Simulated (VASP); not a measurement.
Wanted: the native input for a VASP 6.6.1 run.

* Task: relaxation of cell and atoms
* Functional: LDA
* Potentials or basis: VASP PAW LDA potentials, release 64 (Te)
* Cutoff: 600 eV
* k mesh: 8 × 8 × 4
* Occupations: gaussian, width 0.05 eV
* Spin: no spin polarisation
* Dipole correction: no
* Further INCAR settings: ALGO = Normal; EDIFF = 1e-06; IBRION = 2; EDIFFG = -0.01; NSW = 80; ISIF = 3

The structure of Te lies in POSCAR:

```
Te
1.0
    3.3300000000      0.0000000000      0.0000000000
   -1.6650000000      2.8838645946      0.0000000000
    0.0000000000      0.0000000000      5.4378900000
Te
2
Direct
    0.3333333333      0.6666666667      0.2500000000
    0.6666666667      0.3333333333      0.7500000000
```

The input as run:

INCAR

```
SYSTEM = Te
PREC     = Accurate       ! precision mode
ENCUT    = 600            ! plane-wave cutoff, eV
EDIFF    = 1E-6           ! SCF threshold, eV
ISMEAR   = 0              ! smearing method
SIGMA    = 0.05           ! smearing width, eV
LREAL    = .FALSE.        ! projectors in reciprocal space
LASPH    = .TRUE.         ! aspherical terms in the spheres
NELM     = 80             ! most SCF steps
ALGO     = Normal         ! electronic algorithm
ISIF     = 3              ! what is computed and relaxed
LWAVE    = .FALSE.        ! write WAVECAR
LCHARG   = .FALSE.        ! write CHGCAR
GGA      = CA             ! functional
IBRION   = 2              ! ionic algorithm
NSW      = 80             ! ionic steps
EDIFFG   = -0.01          ! ionic threshold
```

KPOINTS

```
Automatic mesh
0
G
  8 8 4
  0 0 0
```

Potentials or basis: VASP PAW LDA potentials, release 64 (Te).

The run is started by

```bash
$ cat potpaw_LDA.64/Te/POTCAR > POTCAR
$ mpirun -np 1 vasp_std > vasp.out
```

It gave:

- Relaxed volume: 27.99 Å³/atom
- Relaxed cell: a = 3.749 Å, b = 3.749 Å, c = 4.598 Å, α = 90.00°, β = 90.00°, γ = 120.00°
- Space group after relaxing (to 0.05 Å): P6_3/mmc (No. 194)
- Energy gained by relaxing: 174.5 meV/atom
- Ionic steps: 14
- Pressure after relaxing: 0.0 GPa
- Band gap on the k mesh: zero (band 6 reaches 9.63 eV, above the bottom of band 7 at 6.54 eV)

Caveat: spin-orbit coupling is left out, which moves the levels of the heavy elements.

Wall time 91 s on 1 thread of Intel(R) Xeon(R) Platinum 8488C (Sapphire Rapids), on a shared host, peak memory 0.18 GiB.
